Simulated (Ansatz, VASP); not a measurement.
**Mo in VASP and in Ansatz**

```xyz
5
Lattice="4.4701 0.0000 0.0000 -2.2351 3.8712 0.0000 0.0000 0.0000 19.6498" Properties=species:S:1:pos:R:3 pbc="T T T"
Mo    3.3526    0.6452    8.0000
Mo   -1.1175    3.2260    8.9124
Mo    1.1175    1.9356    9.8249
Mo    3.3526    0.6452   10.7374
Mo   -1.1175    3.2260   11.6498
```

Alike in both runs: task single point; functional PBE; k mesh 10 × 10 × 1; occupations fermi-dirac, width 0.1 eV; no spin polarisation.

```csv
,VASP,Ansatz
version,VASP 6.6.1,Ansatz 0.2.0
potentials or method,"VASP PAW PBE potentials, release 64 (Mo_sv), cutoff 520 eV","all-electron LAPW, scalar-relativistic"
```

```tsv
	VASP	Ansatz	Ansatz less VASP
rms of the force components (eV/Å)	1.017	1.025	+0.0080
```

Atom by atom the forces differ by 0.008 eV/Å (rms over components). Ansatz ran all-electron here, and VASP with PAW potentials.
